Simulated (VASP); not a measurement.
# Hf (Pm-3m) in VASP: further runs, part 3 of 3

VASP 6.6.1.

## (4) Relaxation of cell and atoms, PBE, target pressure 30 GPa, at which the enthalpy is minimised

Input file INCAR:

```
SYSTEM = Hf
PREC = Accurate
ENCUT = 600
EDIFF = 1E-7
ISMEAR = -1
SIGMA = 0.08
LREAL = .False.
LASPH = .True.
NELM = 60
ALGO = Normal
ISIF = 3
LWAVE = .False.
LCHARG = .False.
GGA = PE
IBRION = 2
NSW = 32
EDIFFG = -0.005
PSTRESS = 300.0
```

Input file KPOINTS:

```
regular mesh
0
Gamma
  14 14 14
  0 0 0
```

Input file POSCAR:

```
Hf
1.0
    2.6766817788      0.0000000000      0.0000000000
    0.0000000000      2.6766817788      0.0000000000
    0.0000000000      0.0000000000      2.6766817788
Hf
1
Direct
    0.0000000000      0.0000000000      0.0000000000
```

Potentials or basis: VASP PAW PBE potentials, release 64 (Hf_pv).

Run with:

```bash
cat potpaw_PBE.64/Hf_pv/POTCAR > POTCAR
mpirun -np 1 vasp_std > vasp.out
```

OUTCAR:

```text
SYSTEM = Hf
   PREC = Accurate
   ENCUT = 600
   EDIFF = 1E-7
   ISMEAR = -1
   LREAL = .False.
   LASPH = .True.
   NELM = 60
   ISIF = 3
   GGA = PE
   IBRION = 2
   NSW = 32
   EDIFFG = -0.005
   PSTRESS = 300.0

 ion  position               nearest neighbor table
   1  0.000  0.000  0.000-

  LATTYP: Found a simple cubic cell.
 ALAT       =     2.6766817788

  Lattice vectors:

 A1 = (   2.6766817788,   0.0000000000,   0.0000000000)
 A2 = (   0.0000000000,   2.6766817788,   0.0000000000)
 A3 = (   0.0000000000,   0.0000000000,   2.6766817788)

Analysis of symmetry for initial positions (statically):
=====================================================================
 Subroutine PRICEL returns:
 Original cell was already a primitive cell.

 Routine SETGRP: Setting up the symmetry group for a
 simple cubic supercell.

 Subroutine GETGRP returns: Found 48 space group operations
 (whereof 48 operations were pure point group operations)
 out of a pool of 48 trial point group operations.

The static configuration has the point symmetry O_h .

Analysis of symmetry for dynamics (positions and initial velocities):
=====================================================================
 Subroutine PRICEL returns:
 Original cell was already a primitive cell.

 Routine SETGRP: Setting up the symmetry group for a
 simple cubic supercell.

 Subroutine GETGRP returns: Found 48 space group operations
 (whereof 48 operations were pure point group operations)
 out of a pool of 48 trial point group operations.

The dynamic configuration has the point symmetry O_h .

 Subroutine INISYM returns: Found 48 space group operations
 (whereof 48 operations are pure point group operations),
 and found     1 'primitive' translations

----------------------------------------------------------------------------------------

                                     Primitive cell

  volume of cell :      19.1774
[... 120 lines left out ...]
  energy-cutoff  :      600.00
  volume of cell :       19.18
 maximum number of plane-waves:       657
 NGX is ok and might be reduce to    24
   NGX = 11   NGY = 11   NGZ = 11

--------------------------------------- Ionic step        1  -------------------------------------------

 number of electron      10.0000000 magnetization

 Free energy of the ion-electron system (eV)
  ---------------------------------------------------
  ext. energy  EPLUGINS =         0.00000000
  ---------------------------------------------------
  free energy    TOTEN  =        -8.44552687 eV

  energy without entropy =       -8.41822576  energy(sigma->0) =       -8.43187631

------------------------ aborting loop because EDIFF is reached ----------------------------------------

  FORCE on cell =-STRESS in cart. coord.  units (eV):
  Direction    XX          YY          ZZ          XY          YZ          ZX
  --------------------------------------------------------------------------------------
  -------------------------------------------------------------------------------------
  Total        3.5159415      3.5159415      3.5159415      0.0000000      0.0000000     -0.0000000
  in kB      293.7392616    293.7392616    293.7392616      0.0000000      0.0000000     -0.0000000
  external PRESSURE =      -6.2607384 kB  Pullay stress =     300.0000000 kB
[... 61 lines left out ...]
--------------------------------------- Ionic step        3  -------------------------------------------

 number of electron      10.0000000 magnetization

 Free energy of the ion-electron system (eV)
  ---------------------------------------------------
  ext. energy  EPLUGINS =         0.00000000
  ---------------------------------------------------
  free energy    TOTEN  =        -8.43268308 eV

  energy without entropy =       -8.40550760  energy(sigma->0) =       -8.41909534

 E-fermi :   5.6055     XC(G=0): -11.9268

 val. band max:        5.5749552872   @ k =   0.4286   0.1429   0.0000
 cond. band min:       5.6124274384   @ k =   0.3571   0.3571   0.2857
 fundamental gap:      0.0374721512
 Fermi energy:         5.6054638370

 k-point     1 :       0.0000    0.0000    0.0000
  band No.  band energies     occupation
      1     -23.5345      2.00000
      2     -23.5345      2.00000
      3     -23.5345      2.00000
      4      -1.5985      2.00000
      5       3.4580      2.00000
      6       3.4580      2.00000
      7      14.0823      0.00000
      8      14.0823      0.00000
      9      14.0823      0.00000
[... 265 lines left out ...]
 k-point    24 :       0.3571    0.2143    0.0000
  band No.  band energies     occupation
      1     -25.0501      2.00000
      2     -24.1608      2.00000
      3     -23.3149      2.00000
      4       2.4555      2.00000
      5       4.6391      1.99999
      6       6.7543      0.00000
      7       9.6042      0.00000
      8      10.2000      0.00000
      9      12.3721      0.00000

 [... further k-points ...]

------------------------ aborting loop because EDIFF is reached ----------------------------------------

  FORCE on cell =-STRESS in cart. coord.  units (eV):
  Direction    XX          YY          ZZ          XY          YZ          ZX
  --------------------------------------------------------------------------------------
  -------------------------------------------------------------------------------------
  Total        3.5783195      3.5783195      3.5783195     -0.0000000      0.0000000     -0.0000000
  in kB      300.0351552    300.0351552    300.0351552     -0.0000000      0.0000000     -0.0000000
  external PRESSURE =       0.0351552 kB  Pullay stress =     300.0000000 kB
[... 20 lines left out ...]
  energy  without entropy=       -8.4055075955  energy(sigma->0) =       -8.41909534

  enthalpy is  TOTEN    =        -4.8547828354 eV   P V=        3.5779002467

 reached required accuracy - stopping structural energy minimisation
```

Run time: 65 s. Hardware: 1 thread of AMD EPYC 7R43 (Zen 3), shared host; peak memory 0.13 GiB.

Results:

```yaml
Free_energy: -8.4327 eV
Relaxed_volume: 19.11 Å³/atom
Relaxed_cell: a = 2.673 Å, b = 2.673 Å, c = 2.673 Å, α = 90.00°, β = 90.00°, γ = 90.00°
Space_group_after_relaxing_to_0.05_Å: Pm-3m (No. 221)
Energy_change_on_relaxing_the_enthalpy_is_what_falls: +12.8 meV/atom
Ionic_steps: 3
Pressure_after_relaxing: 30.0 GPa
Band_gap_on_the_k_mesh: zero (band 5 reaches 6.53 eV, above the bottom of band 6 at 3.42 eV)
```

The path:
```
step  energy change (eV)  largest force (eV/Å)  pressure (GPa)  volume (Å³)
   1              0.0000                0.0000           29.37        19.18
   2              0.0392                0.0000           31.29        18.97
   3              0.0128                0.0000           30.00        19.11
```

Final structure:
```cif
data_structure
_symmetry_space_group_name_H-M 'P 1'
_symmetry_Int_Tables_number 1
_cell_length_a 2.6735
_cell_length_b 2.6735
_cell_length_c 2.6735
_cell_angle_alpha 90.000
_cell_angle_beta 90.000
_cell_angle_gamma 90.000
_cell_volume 19.11
loop_
_atom_site_label
_atom_site_type_symbol
_atom_site_fract_x
_atom_site_fract_y
_atom_site_fract_z
_atom_site_occupancy
Hf1 Hf 0.00000 0.00000 0.00000 1
```

Levels at points of the mesh, in eV from the Fermi level:
| k point | band 1 | band 2 | band 3 | band 4 | band 5 | band 6 | band 7 | band 8 | band 9 |
| --- | --- | --- | --- | --- | --- | --- | --- | --- | --- |
| (0.00, 0.00, 0.00) | -29.14 | -29.14 | -29.14 | -7.20 | -2.15 | -2.15 | 8.48 | 8.48 | 8.48 |
| (0.50, 0.00, 0.00) | -31.10 | -28.95 | -28.95 | -3.25 | -0.92 | 0.45 | 3.61 | 3.61 | 9.04 |
| (0.50, 0.50, 0.00) | -30.79 | -30.79 | -28.78 | -4.25 | -0.50 | 4.67 | 4.67 | 6.19 | 6.19 |
| (0.50, 0.50, 0.50) | -30.52 | -30.52 | -30.52 | -2.19 | -2.19 | -2.19 | 6.88 | 12.05 | 12.05 |

Caveat: the cell is relaxed towards a set pressure, so the enthalpy falls and the energy may rise; spin-orbit coupling is left out, which moves the levels of the heavy elements.

## (5) Relaxation of cell and atoms, PBE, target pressure 30 GPa, at which the enthalpy is minimised

This run uses another cell than the first one, of 19.23 Å³/atom, 1.003 times its volume.

Input file INCAR:

```
  ALGO = Normal
  EDIFF = 1E-6
  EDIFFG = -0.005
  ENCUT = 600
  GGA = PE
  IBRION = 2
  ISIF = 3
  ISMEAR = -1
  LASPH = True
  LCHARG = False
  LREAL = False
  LWAVE = False
  NELM = 80
  NSW = 60
  PREC = Accurate
  PSTRESS = 300.0
  SIGMA = 0.08
```

Input file KPOINTS:

```
k-points
0
Gamma
  14 14 14
```

Input file POSCAR:

```
Hf
1.0
    2.6792197867      0.0000000000      0.0000000000
    0.0000000000      2.6792197867      0.0000000000
    0.0000000000      0.0000000000      2.6792197867
Hf
1
Direct
    0.0000000000      0.0000000000      0.0000000000
```

Run with:

```bash
cat potpaw_PBE.64/Hf_pv/POTCAR > POTCAR
mpirun -np 1 vasp_std > vasp.out
```

It took 52 s on 1 thread of AMD EPYC 7R43 (Zen 3), shared host; peak memory 0.13 GiB.

It converged, with:

- Free energy: -8.4327 eV
- Relaxed volume: 19.11 Å³/atom
- Relaxed cell: a = 2.673 Å, b = 2.673 Å, c = 2.673 Å, α = 90.00°, β = 90.00°, γ = 90.00°
- Space group after relaxing (to 0.05 Å): Pm-3m (No. 221)
- Energy change on relaxing (the enthalpy is what falls): +22.7 meV/atom
- Ionic steps: 3
- Pressure after relaxing: 30.0 GPa
- Band gap on the k mesh: zero (band 5 reaches 6.53 eV, above the bottom of band 6 at 3.42 eV)

The path:
| step | energy change (eV) | largest force (eV/Å) | pressure (GPa) | volume (Å³) |
| --- | --- | --- | --- | --- |
| 1 | 0.0000 | 0.0000 | 28.90 | 19.23 |
| 2 | 0.0699 | 0.0000 | 32.29 | 18.87 |
| 3 | 0.0227 | 0.0000 | 30.00 | 19.11 |

Final structure:
```yaml
crystal:
  lattice:
    - [2.67346, 0.00000, 0.00000]
    - [0.00000, 2.67346, 0.00000]
    - [0.00000, 0.00000, 2.67346]
  atoms:
    - { symbol: Hf, position: [0.00000, 0.00000, 0.00000] }
```

Levels at points of the mesh, in eV from the Fermi level:
| k point | band 3 | band 4 | band 5 | band 6 | band 7 | band 8 |
| --- | --- | --- | --- | --- | --- | --- |
| (0.00, 0.00, 0.00) | -29.14 | -7.20 | -2.15 | -2.15 | 8.48 | 8.48 |
| (0.50, 0.00, 0.00) | -28.95 | -3.25 | -0.92 | 0.45 | 3.61 | 3.61 |
| (0.50, 0.50, 0.00) | -28.78 | -4.25 | -0.50 | 4.67 | 4.67 | 6.19 |
| (0.50, 0.50, 0.50) | -30.52 | -2.19 | -2.19 | -2.19 | 6.88 | 12.05 |

Caveat: the cell is relaxed towards a set pressure, so the enthalpy falls and the energy may rise; spin-orbit coupling is left out, which moves the levels of the heavy elements.

## (6) The runs side by side

| task | cell | cutoff (eV) | gap on the mesh (eV) | pressure (GPa) |
| --- | --- | --- | --- | --- |
| single point | a = 2.677 Å, 1 atom | 520 | none | 29.3 |
| relaxation of cell and atoms | relaxed to 30 GPa from a = 2.677 Å, 1 atom | 600 | none | 30.0 |
| relaxation of cell and atoms | relaxed to 30 GPa from a = 2.679 Å, 1 atom | 600 | none | 30.0 |

Alike in all rows: level PBE; potentials or basis VASP PAW PBE potentials, release 64 (Hf_pv); no spin polarisation; k mesh 14 × 14 × 14; smearing fermi-dirac 0.08 eV.

Caveats: spin-orbit coupling is left out, which moves the levels of the heavy elements; the cell is relaxed towards a set pressure, so the enthalpy falls and the energy may rise (some runs).

Total energies depend on the potentials used, so only differences within one code and one set of settings carry meaning.
